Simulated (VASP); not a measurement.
Here is a VASP 6.6.1 calculation.

The input INCAR:

```
SYSTEM = Cu
ALGO = Normal ; EDIFF = 1E-6
EDIFFG = -0.01 ; ENCUT = 600
GGA = PS ; IBRION = 2
ISIF = 3 ; ISMEAR = -1
LASPH = .True. ; LCHARG = .False.
LREAL = .False. ; LWAVE = .False.
NELM = 100 ; NSW = 60
PREC = Accurate ; PSTRESS = 100.0
SIGMA = 0.05
```

KPOINTS

```
k-points
0
Gamma
  12 12 7
  0 0 0
```

Contents of POSCAR:

```
Cu
1.0
    2.5340966698      0.0000000000      0.0000000000
   -1.2670483349      2.1945920917      0.0000000000
    0.0000000000      0.0000000000      4.1125710000
Cu
2
Direct
    0.6666666667      0.3333333333      0.7500000000
    0.3333333333      0.6666666667      0.2500000000
```

Potentials or basis: VASP PAW PBE potentials, release 64 (Cu).

The run is started by

```console
$ cat potpaw_PBE.64/Cu/POTCAR > POTCAR
$ mpirun -np 1 vasp_std > vasp.out
```

Question: Predict the space group after relaxing (to 0.1 Å).

Answer: P6_3/mmc (No. 194).

Question: What does it give for the relaxed volume?

Answer: 10.78 Å³/atom.

The path:
| step | energy change (eV) | largest force (eV/Å) | pressure (GPa) | volume (Å³) |
| --- | --- | --- | --- | --- |
| 1 | 0.0000 | 0.0000 | -0.66 | 22.87 |
| 2 | 0.1498 | 0.0000 | 22.98 | 20.44 |
| 3 | 0.0346 | 0.0000 | 9.94 | 21.59 |
| 4 | 0.0362 | 0.0000 | 10.12 | 21.57 |
| 5 | 0.0361 | 0.0000 | 10.17 | 21.57 |
| 6 | 0.0362 | 0.0000 | 10.14 | 21.57 |

Caveat: the cell is relaxed towards a set pressure, so the run minimises the enthalpy, not the energy; the PAW data sets were made with another functional, which shifts forces and pressure a little.
